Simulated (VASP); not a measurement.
A run of VASP 6.6.1:

The input POSCAR:

```
In2Ag
1.0
   -3.2950781036      3.2950781036      2.7289158848
    3.2950781036     -3.2950781036      2.7289158848
    3.2950781036      3.2950781036     -2.7289158848
In Ag
4 2
Direct
    0.1541473370      0.6541473370      0.8082946740
    0.6541473370      0.8458526630      0.5000000000
    0.8458526630      0.3458526630      0.1917053260
    0.3458526630      0.1541473370      0.5000000000
    0.7500000000      0.7500000000      0.0000000000
    0.2500000000      0.2500000000      0.0000000000
```

INCAR.step1

```
ALGO = Normal
EDIFF = 1E-4
ENCUT = 520
GGA = PE
ISMEAR = 0
LASPH = T
LCHARG = F
LREAL = F
LWAVE = T
NBANDS = 46
NELM = 60
PREC = Accurate
SIGMA = 0.1
```

Contents of INCAR.step2:

```
ALGO = Normal
EDIFF = 1E-6
ENCUT = 520
ISIF = 2
ISMEAR = 0
ISTART = 1
LASPH = T
LCHARG = F
LMIXTAU = T
LREAL = F
LWAVE = F
METAGGA = R2SCAN
NBANDS = 46
NELM = 60
PREC = Accurate
SIGMA = 0.1
```

Contents of KPOINTS:

```
k-points
0
Gamma
  8 8 8
```

Potentials or basis: VASP PAW PBE potentials, release 64 (In_d, Ag).

Launch:

```console
$ cat potpaw_PBE.64/In_d/POTCAR potpaw_PBE.64/Ag/POTCAR > POTCAR
$ cp INCAR.step1 INCAR
$ mpirun -np 1 vasp_std > vasp.out
$ cp INCAR.step2 INCAR
$ mpirun -np 1 vasp_std > vasp.out
```

Hardware: 1 thread of Intel(R) Xeon(R) Platinum 8488C (Sapphire Rapids), with other jobs on the host.

Estimate the wall time of this run.

Wall time 11 min on 1 thread of Intel(R) Xeon(R) Platinum 8488C (Sapphire Rapids), on a shared host, peak memory 0.43 GiB. Counts: k points 59.
